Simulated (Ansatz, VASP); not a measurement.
# BaTiO3: VASP beside Ansatz

```xyz
5
Lattice="2.8194 1.6424 2.2964 -2.8266 1.6079 2.3294 -0.0334 -3.2906 2.3413" Properties=species:S:1:pos:R:3 pbc="T T T"
Ba   -0.0358   -0.0883    0.1235
Ti    0.0256   -0.0630    3.5827
O    -0.0130   -1.6306    4.4847
O    -1.4118    0.8068    4.4534
O     1.4501    0.8479    4.6663
```

Change from the starting cell: kmesh displaced: [1, 1, 1] Gamma-centred.

Alike in both runs: task single point; functional PBEsol; k mesh 1 × 1 × 1; occupations gaussian, width 0.02 eV; no spin polarisation.

```csv
,VASP,Ansatz
version,VASP 6.6.1,Ansatz 0.2.0
potentials or method,"VASP PAW PBE potentials, release 64 (Ba_sv, Ti_sv, O_h), cutoff 1340 eV","scalar-relativistic, plane waves, PAW"
valence electrons in the cell,40,40
```

Ansatz gave:

* gap on the k mesh at the Fermi level (eV): 1.30
* least direct gap on the mesh (eV): 1.30
* rms of the force components (eV/Å): 6.661

Q: Which values does VASP return?

A: gap on the k mesh at the Fermi level (eV): 1.26; least direct gap on the mesh (eV): 1.26; rms of the force components (eV/Å): 6.728.

VASP's potentials were made for PBE, not for PBEsol. Atom by atom the forces differ by 0.122 eV/Å (rms over components).

The k mesh is coarse, so the values compare programs but aren't converged. Spin-orbit coupling is off throughout.
